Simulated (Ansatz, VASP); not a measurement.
**Two plane-wave programs on KAlPb3**

```
K Al Pb
1.0
     5.15153    0.00000    0.00000
     0.00000    5.15153    0.00000
     0.00000    0.00000    5.15153
K Al Pb
1 1 3
Cartesian
  2.5758 2.5758 2.5758
  0.0000 0.0000 0.0000
  0.0000 2.5758 2.5758
  2.5758 0.0000 2.5758
  2.5758 2.5758 0.0000
```

Alike in both runs: task single point; functional PBE; k mesh 4 × 4 × 4; occupations gaussian, width 0.1 eV; no spin polarisation.

|  | VASP | Ansatz |
| --- | --- | --- |
| version | VASP 6.6.1 | Ansatz 0.2.0 |
| potentials or method | VASP PAW PBE potentials, release 64 (K_sv, Al, Pb_d), cutoff 500 eV | scalar-relativistic, plane waves, PAW |
| valence electrons in the cell | 54 | 54 |

|  | VASP | Ansatz | Ansatz less VASP |
| --- | --- | --- | --- |
| gap on the k mesh at the Fermi level (eV) | none | none | - |
| pressure (GPa) | 18.3 | 18.0 | -0.27 |

A gap of «none» marks a metal or a gap that the smearing closes. With one functional, cell and mesh, what is left measures potentials, basis and numerics.

Spin-orbit coupling is off throughout.
